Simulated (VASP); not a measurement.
# Cr (P6/mmm) in VASP: a series of runs

Cr is run at these levels: PBEsol; tasks: single point, relaxation of cell and atoms.

All numbers are computed with VASP 6.6.1; they aren't measurements. Logs are shortened: lines on timing, memory, paths and dates and some standing lists are left out, and cuts for length are marked.

**1. The cell of the first run**

The structure is hexagonal, space group P6/mmm (No. 191). The conventional cell has a = 4.129 Å, b = 4.129 Å, c = 2.225 Å, α = 90.00°, β = 90.00°, γ = 120.00°. Cr (site symmetry 6/mmm) has 14 Cr at 2.22 to 2.63 Å within 2.9 Å. Within 2.9 Å of Cr (site symmetry -6m2) lie 11 Cr at 2.22 to 2.63 Å.

**2. Single point, PBEsol, collinear spin, ferromagnetic start (volume scaled by 0.96)**

INCAR reads:

```
  PREC = Accurate
  ENCUT = 500
  EDIFF = 1E-6
  ISMEAR = -1
  SIGMA = 0.05
  LREAL = F
  LASPH = T
  NELM = 200
  ALGO = Normal
  ISIF = 2
  LWAVE = F
  LCHARG = F
  ISPIN = 2
  MAGMOM = 1.5 1.5 1.5
  LORBIT = 11
  LMAXMIX = 4
  GGA = PS
  NBANDS = 29
  GGA_COMPAT = F
```

KPOINTS reads:

```
regular mesh
0
Gamma
  10 10 16
```

POSCAR reads:

```
Cr
1.0
    4.1293563799      0.0000000000      0.0000000000
   -2.0646781900      3.5761275263      0.0000000000
    0.0000000000      0.0000000000      2.2246337148
Cr
3
Direct
    0.0000000000      0.0000000000      0.0000000000
    0.3333333333      0.6666666667      0.5000000000
    0.6666666667      0.3333333333      0.5000000000
```

Potentials or basis: VASP PAW PBE potentials, release 64 (Cr_pv).

Command:

```
$ cat potpaw_PBE.64/Cr_pv/POTCAR > POTCAR
$ mpirun -np 1 vasp_std > vasp.out
```

OUTCAR:

```text
PREC = Accurate
   ENCUT = 500
   EDIFF = 1E-6
   ISMEAR = -1
   LREAL = F
   LASPH = T
   NELM = 200
   ISIF = 2
   ISPIN = 2
   LORBIT = 11
   GGA = PS

 ion  position               nearest neighbor table
   1  0.000  0.000  0.000-   2 2.63   3 2.63   2 2.63   3 2.63   3 2.63   3 2.63   2 2.63   2 2.63
                             3 2.63   3 2.63   2 2.63   2 2.63
   2  0.333  0.667  0.500-   3 2.38   3 2.38   3 2.38   1 2.63   1 2.63   1 2.63   1 2.63   1 2.63
                             1 2.63
   3  0.667  0.333  0.500-   2 2.38   2 2.38   2 2.38   1 2.63   1 2.63   1 2.63   1 2.63   1 2.63
                             1 2.63

  LATTYP: Found a hexagonal cell.
 ALAT       =     4.1293563799
 C/A-ratio  =     0.5387361880

  Lattice vectors:

 A1 = (   4.1293563799,   0.0000000000,   0.0000000000)
 A2 = (  -2.0646781900,   3.5761275263,   0.0000000000)
 A3 = (   0.0000000000,   0.0000000000,   2.2246337148)

Analysis of symmetry for initial positions (statically):
=====================================================================
 Subroutine PRICEL returns:
 Original cell was already a primitive cell.

 Routine SETGRP: Setting up the symmetry group for a
 hexagonal supercell.

 Subroutine GETGRP returns: Found 24 space group operations
 (whereof 24 operations were pure point group operations)
 out of a pool of 24 trial point group operations.

The static configuration has the point symmetry D_6h.

Analysis of symmetry for dynamics (positions and initial velocities):
=====================================================================
 Subroutine PRICEL returns:
 Original cell was already a primitive cell.

 Routine SETGRP: Setting up the symmetry group for a
 hexagonal supercell.

 Subroutine GETGRP returns: Found 24 space group operations
 (whereof 24 operations were pure point group operations)
 out of a pool of 24 trial point group operations.

The dynamic configuration has the point symmetry D_6h.

Analysis of structural, dynamic, and magnetic symmetry:
=====================================================================
 Subroutine PRICEL returns:
 Original cell was already a primitive cell.

 Routine SETGRP: Setting up the symmetry group for a
 hexagonal supercell.

 Subroutine GETGRP returns: Found 24 space group operations
 (whereof 24 operations were pure point group operations)
 out of a pool of 24 trial point group operations.

The overall configuration has the point symmetry D_6h.

 Subroutine INISYM returns: Found 24 space group operations
 (whereof 24 operations are pure point group operations),
 and found     1 'primitive' translations

----------------------------------------------------------------------------------------

                                     Primitive cell

  volume of cell :      32.8514

  direct lattice vectors                    reciprocal lattice vectors
     4.129356380  0.000000000  0.000000000     0.242168490  0.139816043  0.000000000
    -2.064678190  3.576127526  0.000000000     0.000000000  0.279632086  0.000000000
     0.000000000  0.000000000  2.224633715     0.000000000  0.000000000  0.449512202

  length of vectors
     4.129356380  4.129356380  2.224633715     0.279632086  0.279632086  0.449512202

  position of ions in fractional coordinates (direct lattice)
     0.000000000  0.000000000  0.000000000
     0.333333333  0.666666667  0.500000000
     0.666666667  0.333333333  0.500000000

  ion indices of the primitive-cell ions
   primitive index   ion index
                 1           1
                 2           2
                 3           3

----------------------------------------------------------------------------------------

 KPOINTS: regular mesh

Automatic generation of k-mesh.
 Grid dimensions read from file:
 generate k-points for:   10   10   16

 Generating k-lattice:

  Cartesian coordinates                     Fractional coordinates (reciprocal lattice)
     0.024216849  0.013981604  0.000000000     0.100000000 -0.000000000  0.000000000
     0.000000000  0.027963209  0.000000000     0.000000000  0.100000000  0.000000000
     0.000000000  0.000000000  0.028094513     0.000000000  0.000000000  0.062500000

  Length of vectors
     0.027963209  0.027963209  0.028094513

  Shift w.r.t. Gamma in fractional coordinates (k-lattice)
     0.000000000  0.000000000  0.000000000

 Subroutine IBZKPT returns following result:
 ===========================================

 Found    126 irreducible k-points:

 Following reciprocal coordinates:
            Coordinates               Weight
  0.000000  0.000000  0.000000      1.000000
  0.100000  0.000000  0.000000      6.000000
  0.200000  0.000000  0.000000      6.000000
  0.300000 -0.000000  0.000000      6.000000
  0.400000  0.000000  0.000000      6.000000
  0.500000  0.000000  0.000000      3.000000
[... 16 lines left out ...]
  0.300000  0.100000  0.062500     24.000000
  0.400000  0.100000  0.062500     24.000000
 [... further k-points ...]
   k-points           NKPTS =    126   k-points in BZ     NKDIM =    126   number of bands    NBANDS=     29
   number of dos      NEDOS =    301   number of ions     NIONS =      3
   total plane-waves  NPLWV =  14400
   dimension x,y,z NGX =    30 NGY =   30 NGZ =   16
   dimension x,y,z NGXF=    60 NGYF=   60 NGZF=   32
   ions per type =               3
   NGX,Y,Z   is equivalent  to a cutoff of  12.08, 12.08, 11.96 a.u.
   NGXF,Y,Z  is equivalent  to a cutoff of  24.16, 24.16, 23.91 a.u.
 SYSTEM =  unknown system
   PREC   = accura    normal or accurate (medium, high low for compatibility)
   ISTART =      0    job   : 0-new  1-cont  2-samecut
   ICHARG =      2    charge: 1-file 2-atom 10-const
   ISPIN  =      2    spin polarized calculation?
   LNONCOLLINEAR =      F non collinear calculations
   LSORBIT =      F    spin-orbit coupling
   LASPH  =      T    aspherical Exc in radial PAW
   ENCUT  =  500.0 eV  36.75 Ry    6.06 a.u.   7.53  7.53  4.06*2*pi/ulx,y,z
   NELM   =    200;   NELMIN=  2; NELMDL= -5     # of ELM steps
   EDIFF  = 0.1E-05   stopping-criterion for ELM
   LREAL  =      F    real-space projection
   EDIFFG = 0.1E-04   stopping-criterion for IOM
   NSW    =      0    number of steps for IOM
   IBRION =     -1    ionic relax: 0-MD 1-quasi-New 2-CG
   NFREE  =      0    steps in history (QN), initial steepest desc. (CG)
   ISIF   =      2    stress and relaxation
   ISYM   =      2    0-nonsym 1-usesym 2-fastsym
   POTIM  = 0.5000    time-step for ionic-motion
   TEBEG  =    0.0;   TEEND  =   0.0 temperature during run
   PSTRESS=    0.0 pullay stress
   NELECT =      36.0000    total number of electrons
   NUPDOWN=      -1.0000    fix difference up-down
   EMIN   =  10.00;   EMAX   =-10.00  energy-range for DOS
   EFERMI =   0.00;   METHOD = LEGACY
   ISMEAR =    -1;   SIGMA  =   0.05  broadening in eV -4-tet -1-fermi 0-gaus
   EFERMI_NEDOS =   21; number of points for ismear=-14 and -15
   IALGO  =     38    algorithm
   IMIX   =      4    mixing-type and parameters
     AMIX     =   0.40;   BMIX     =  1.00
     AMIX_MAG =   1.60;   BMIX_MAG =  1.00
  volume/ion in A,a.u.               =      10.95        73.90
  Fermi-wavevector in a.u.,A,eV,Ry     =   1.687813  3.189504 38.759098  2.848713
  Thomas-Fermi vector in A             =   2.770232
   LORBIT       =     11    0 simple, 1 ext, 2 COOP (PROOUT), +10 PAW based schemes
   GGA     = PS    functional components
   LHFCALC =     F    Hartree Fock is set to
   AEXX    =    0.0000 exact exchange contribution
   IVDW    =     0    specifies the selected vdW correction
   LEPSILON=     F    determine dielectric tensor
   LRPA    =     F    only Hartree local field effects (RPA)
 spin polarized calculation
  energy-cutoff  :      500.00
  volume of cell :       32.85
 maximum number of plane-waves:       855
   NGX = 15   NGY = 15   NGZ =  9

 number of electron      35.9999996 magnetization       0.0002531

 Free energy of the ion-electron system (eV)
  ---------------------------------------------------
  ext. energy  EPLUGINS =         0.00000000
  ---------------------------------------------------
  free energy    TOTEN  =       -29.64676117 eV

  energy without entropy =      -29.60823782  energy(sigma->0) =      -29.62749949

 E-fermi :  11.5249     XC(G=0): -14.1171

 val. band max:       11.5189983639   @ k =   0.3000   0.3000   0.2500
 cond. band min:      11.5276835080   @ k =   0.3000  -0.0000   0.4375
 fundamental gap:      0.0086851441
 Fermi energy:        11.5249317551

 spin component 1

 k-point     1 :       0.0000    0.0000    0.0000
  band No.  band energies     occupation
      1     -31.5234      1.00000
      2     -31.5234      1.00000
      3     -31.4855      1.00000
      4     -31.4855      1.00000
      5     -30.8071      1.00000
      6     -30.8071      1.00000
[... 21 lines left out ...]
     28      19.0400      0.00000
     29      19.7671      0.00000
[... 705 lines left out ...]
 k-point    24 :       0.4000    0.1000    0.0625
  band No.  band energies     occupation
      1     -31.7592      1.00000
      2     -31.4817      1.00000
      3     -31.3549      1.00000
      4     -31.1129      1.00000
      5     -31.0231      1.00000
      6     -30.8676      1.00000
[... 21 lines left out ...]
     28      18.9179      0.00000
     29      19.0392      0.00000

 [... further k-points ...]

 spin component 2

 k-point     1 :       0.0000    0.0000    0.0000
  band No.  band energies     occupation
      1     -31.5232      1.00000
      2     -31.5232      1.00000
      3     -31.4854      1.00000
      4     -31.4854      1.00000
      5     -30.8070      1.00000
      6     -30.8070      1.00000
[... 21 lines left out ...]
     28      19.0402      0.00000
     29      19.7672      0.00000
[... 705 lines left out ...]
 k-point    24 :       0.4000    0.1000    0.0625
  band No.  band energies     occupation
      1     -31.7590      1.00000
      2     -31.4816      1.00000
      3     -31.3548      1.00000
      4     -31.1129      1.00000
      5     -31.0230      1.00000
      6     -30.8674      1.00000
[... 21 lines left out ...]
     28      18.8669      0.00000
     29      19.0398      0.00000

 [... further k-points ...]
[... 5 lines left out ...]
  --------------------------------------------------------------------------------------
  -------------------------------------------------------------------------------------
  Total        2.1390979      2.1390979      2.5959883     -0.0000000     -0.0000000     -0.0000000
  in kB      104.3247540    104.3247540    126.6075009     -0.0000000     -0.0000000     -0.0000000
  external PRESSURE =     111.7523363 kB  Pullay stress =       0.0000000 kB

 VOLUME and BASIS-vectors are now :
 -----------------------------------------------------------------------------
  energy-cutoff  :      500.00
  volume of cell :       32.85
      direct lattice vectors                 reciprocal lattice vectors
     4.129356380  0.000000000  0.000000000     0.242168490  0.139816043  0.000000000
    -2.064678190  3.576127526  0.000000000     0.000000000  0.279632086  0.000000000
     0.000000000  0.000000000  2.224633715     0.000000000  0.000000000  0.449512202

 POSITION                                       TOTAL-FORCE (eV/Angst)
 -----------------------------------------------------------------------------------
      0.00000      0.00000      0.00000         0.000000      0.000000      0.000000
     -0.00000      2.38409      1.11232        -0.000000      0.000000      0.000000
      2.06468      1.19204      1.11232         0.000000      0.000000     -0.000000
 -----------------------------------------------------------------------------------
    total drift:                               -0.000000      0.000000      0.000000

  FREE ENERGIE OF THE ION-ELECTRON SYSTEM (eV)
  ---------------------------------------------------
  free  energy   TOTEN  =       -29.6467611652 eV

  energy  without entropy=      -29.6082378230  energy(sigma->0) =      -29.62749949

 total charge

# of ion       s       p       d       tot
------------------------------------------
    1        0.442   6.434   4.304  11.180
    2        0.453   6.411   4.386  11.250
    3        0.453   6.411   4.386  11.250
--------------------------------------------------
tot          1.348  19.256  13.077  33.681

 magnetization (x)

# of ion       s       p       d       tot
------------------------------------------
    1       -0.000  -0.000  -0.000  -0.000
    2        0.000   0.000   0.000   0.000
    3        0.000   0.000   0.000   0.000
--------------------------------------------------
tot          0.000   0.000   0.000   0.000
```

It took 3.6 min on 1 thread of Intel Xeon 6455B, shared host; peak memory 0.26 GiB.

What came out:

```
Free energy                                           : -29.6468 eV
Pressure                                              : 11.2 GPa
Band gap on the k mesh                                : zero (filled and empty bands overlap)
Net moment                                            : 0.00 μB per cell
Valence electrons inside the program's atomic spheres : Cr 11.18, 11.25
```

Caveat: the cell differs from its parent crystal (volume scaled by 0.96); the starting moments collapsed, and a magnetic state may lie lower; the PAW data sets were made with another functional, which shifts forces and pressure a little.

**3. Single point, PBEsol, collinear spin, ferromagnetic start (volume scaled by 1.04)**

INCAR reads:

```
PREC     = Accurate       # precision mode
ENCUT    = 500            # plane-wave cutoff, eV
EDIFF    = 1E-6           # SCF threshold, eV
ISMEAR   = -1             # smearing method
SIGMA    = 0.05           # smearing width, eV
LREAL    = F              # projectors in reciprocal space
LASPH    = T              # aspherical terms in the spheres
NELM     = 200            # most SCF steps
ALGO     = Normal         # electronic algorithm
ISIF     = 2              # what is computed and relaxed
LWAVE    = F              # write WAVECAR
LCHARG   = T              # write CHGCAR
ISPIN    = 2              # spin polarisation
MAGMOM   = 1.5 1.5 1.5    # initial moments
LORBIT   = 11             # projections on sites
LMAXMIX  = 4              # l up to which the mixer works
GGA      = PS             # functional
LELF     = T              # ELF
LVHAR    = T            
NBANDS   = 29             # bands
GGA_COMPAT= F
```

KPOINTS is that of step 2.

POSCAR reads:

```
Cr
1.0
    4.2410142781      0.0000000000      0.0000000000
   -2.1205071391      3.6728261027      0.0000000000
    0.0000000000      0.0000000000      2.2847878652
Cr
3
Direct
    0.0000000000      0.0000000000      0.0000000000
    0.3333333333      0.6666666667      0.5000000000
    0.6666666667      0.3333333333      0.5000000000
```

Potentials or basis: VASP PAW PBE potentials, release 64 (Cr_pv).

Command:

```
$ cat potpaw_PBE.64/Cr_pv/POTCAR > POTCAR
$ mpirun -np 1 vasp_std > vasp.out
```

Wall time 3.2 min (1 thread of Intel Xeon 6455B, shared host); peak memory 0.28 GiB.

It converged, with:

| Item | Value |
| --- | --- |
| Free energy | -29.6495 eV |
| Pressure | -9.7 GPa |
| Band gap on the k mesh | zero (filled and empty bands overlap) |
| Net moment | 0.00 μB per cell |
| Valence electrons inside the program's atomic spheres | Cr 11.00, 11.07 |

Stress tensor (GPa, compression positive):
```
-9.79  0.00  0.00
 0.00 -9.79  0.00
 0.00  0.00 -9.66
```

Levels at points of the mesh, in eV from the Fermi level:
Spin up:
| k point | band 14 | band 15 | band 16 | band 17 | band 18 | band 19 | band 20 | band 21 | band 22 | band 23 |
| --- | --- | --- | --- | --- | --- | --- | --- | --- | --- | --- |
| (0.00, 0.00, 0.00) | -2.14 | -2.07 | -2.07 | -1.83 | -0.33 | -0.33 | 1.32 | 1.32 | 1.38 | 1.38 |
| (0.50, 0.00, 0.00) | -2.41 | -1.97 | -1.80 | -1.63 | 0.39 | 0.77 | 1.33 | 1.46 | 1.52 | 1.75 |
| (0.00, 0.00, 0.50) | -2.46 | -1.63 | -0.93 | -0.93 | 0.09 | 0.09 | 1.53 | 1.53 | 1.95 | 1.95 |
| (0.50, 0.00, 0.50) | -1.93 | -1.39 | -1.28 | -0.17 | -0.10 | 0.86 | 0.93 | 1.51 | 1.58 | 2.53 |
Spin down:
| k point | band 16 | band 17 | band 18 | band 19 | band 20 | band 21 |
| --- | --- | --- | --- | --- | --- | --- |
| (0.00, 0.00, 0.00) | -2.07 | -1.83 | -0.33 | -0.33 | 1.32 | 1.32 |
| (0.50, 0.00, 0.00) | -1.80 | -1.63 | 0.39 | 0.77 | 1.33 | 1.46 |
| (0.00, 0.00, 0.50) | -0.93 | -0.93 | 0.09 | 0.09 | 1.53 | 1.53 |
| (0.50, 0.00, 0.50) | -1.28 | -0.17 | -0.10 | 0.86 | 0.93 | 1.51 |

Caveat: the cell differs from its parent crystal (volume scaled by 1.04); the starting moments collapsed, and a magnetic state may lie lower; the PAW data sets were made with another functional, which shifts forces and pressure a little.

**4. Relaxation of cell and atoms, PBEsol**

This run uses another cell than the first one, of 11.99 Å³/atom, 1.095 times its volume.

INCAR reads:

```
SYSTEM = Cr
ALGO = Normal
EDIFF = 1E-6
EDIFFG = -0.01
ENCUT = 600
GGA = PS
IBRION = 2
ISIF = 3
ISMEAR = -1
LASPH = .TRUE.
LCHARG = .FALSE.
LREAL = .FALSE.
LWAVE = .FALSE.
NELM = 100
NSW = 80
PREC = Accurate
SIGMA = 0.1
```

KPOINTS reads:

```
k-points
0
G
  9 9 13
  0 0 0
```

POSCAR reads:

```
Cr
1.0
    4.0770582338      0.0000000000      0.0000000000
   -2.0385291169      3.5308360031      0.0000000000
    0.0000000000      0.0000000000      2.4992366973
Cr
3
Direct
    0.0000000000      0.0000000000      0.0000000000
    0.3333333333      0.6666666667      0.5000000000
    0.6666666667      0.3333333333      0.5000000000
```

Command:

```
$ cat potpaw_PBE.64/Cr_pv/POTCAR > POTCAR
$ mpirun -np 1 vasp_std > vasp.out
```

Run time: 3.8 min. Hardware: 1 thread of Intel Xeon 6975P-C (Granite Rapids), shared host; peak memory 0.21 GiB.

The run converged. Its results:

- Free energy: -29.7546 eV
- Relaxed volume: 11.40 Å³/atom
- Relaxed cell: a = 4.183 Å, b = 4.183 Å, c = 2.257 Å, α = 90.00°, β = 90.00°, γ = 120.00°
- Space group after relaxing (to 0.05 Å): P6/mmm (No. 191)
- Energy gained by relaxing: 133.8 meV/atom
- Ionic steps: 9
- Pressure after relaxing: 0.1 GPa
- Band gap on the k mesh: zero (band 18 reaches 11.28 eV, above the bottom of band 19 at 10.58 eV)

The path:
| step | energy change (eV) | largest force (eV/Å) | pressure (GPa) | volume (Å³) |
| --- | --- | --- | --- | --- |
| 1 | 0.0000 | 0.0000 | -10.36 | 35.98 |
| 2 | -0.2545 | 0.0000 | 19.90 | 31.98 |
| 3 | -0.2938 | 0.0000 | 10.84 | 32.89 |
| 4 | -0.2696 | 0.0000 | 4.58 | 33.91 |
| 5 | -0.3847 | 0.0000 | 6.43 | 33.40 |
| 6 | -0.3761 | 0.0000 | -6.97 | 35.18 |
| 7 | -0.4013 | 0.0000 | 0.11 | 34.19 |
| 8 | -0.4013 | 0.0000 | 0.20 | 34.17 |
| 9 | -0.4015 | 0.0000 | 0.06 | 34.20 |

Final structure:
```
Cr
1.0
     4.18268    0.00000    0.00000
    -2.09134    3.62231    0.00000
     0.00000    0.00000    2.25734
Cr
3
Direct
  0.00000 0.00000 0.00000
  0.33333 0.66667 0.50000
  0.66667 0.33333 0.50000
```

Levels at points of the mesh, in eV from the Fermi level:
```
           k point  band 14  band 15  band 16  band 17  band 18  band 19  band 20  band 21  band 22
(0.00, 0.00, 0.00)    -2.23    -2.16    -2.16    -1.91    -0.36    -0.36     1.37     1.37     1.43
```

Caveat: the PAW data sets were made with another functional, which shifts forces and pressure a little; the run has no spin polarisation, though such a crystal can be magnetic.
